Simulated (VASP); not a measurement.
Crystal: NaCl.

```
CELL_PARAMETERS angstrom
0.00000 2.94283 2.94283
2.94283 0.00000 2.94283
2.94283 2.94283 0.00000
ATOMIC_POSITIONS crystal
Na 0.00000 0.00000 0.00000
Cl 0.50000 0.50000 0.50000
```

This cell differs from its parent crystal: strain +5.0%.

Base run:

| Quantity | Value |
| --- | --- |
| Program | VASP 6.6.1 |
| Functional | r2SCAN |
| Potentials or basis | VASP PAW PBE potentials, release 64 (Na_pv, Cl) |
| Cutoff | 520 eV |
| k mesh | 8 × 8 × 8 |
| Occupations | gaussian, width 0.01 eV |
| Spin | no spin polarisation |

Its results: band gap on the k mesh 5.44 eV, direct; pressure -3.0 GPa.

Q: The run is repeated on the same cell with these changes: functional from r2SCAN to PBE; occupations from gaussian, width 0.01 eV to fermi-dirac, width 0.02 eV. What comes out?

A: Band gap on the k mesh 4.65 eV, direct; pressure -1.9 GPa.

Caveats: the PAW data sets were made with another functional, which shifts forces and pressure a little (some runs).

A k mesh can miss the band edges.
